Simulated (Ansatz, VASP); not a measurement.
Two plane-wave programs on TaTe

```
Ta Te
1.0
     3.39714    0.00000    0.00000
     0.00000    3.39714    0.00000
     0.00000    0.00000    3.39714
Ta Te
1 1
Direct
  0.50000 0.50000 0.50000
  0.00000 0.00000 0.00000
```

Alike in both runs: task single point; functional PBE; k mesh 8 × 8 × 8; occupations fermi-dirac, width 0.05 eV; no spin polarisation.

```csv
,VASP,Ansatz
version,VASP 6.6.1,Ansatz 0.2.0
potentials or method,"VASP PAW PBE potentials, release 64 (Ta_pv, Te)",Ansatz PAW soft_1
plane-wave cutoff (eV),520,420
valence electrons in the cell,17,29
```

```tsv
	VASP	Ansatz	Ansatz less VASP
gap on the k mesh at the Fermi level (eV)	none	none	-
pressure (GPa)	3.2	3.2	-0.01
```

A gap of «none» marks a metal or a gap that the smearing closes. The functional is the same, so the differences come from potentials, cutoffs and numerics. VASP's potentials hold 17 valence electrons a cell and Ansatz's 29, so a difference there can come from the potentials and not from the codes.

Neither program's run includes spin-orbit coupling.
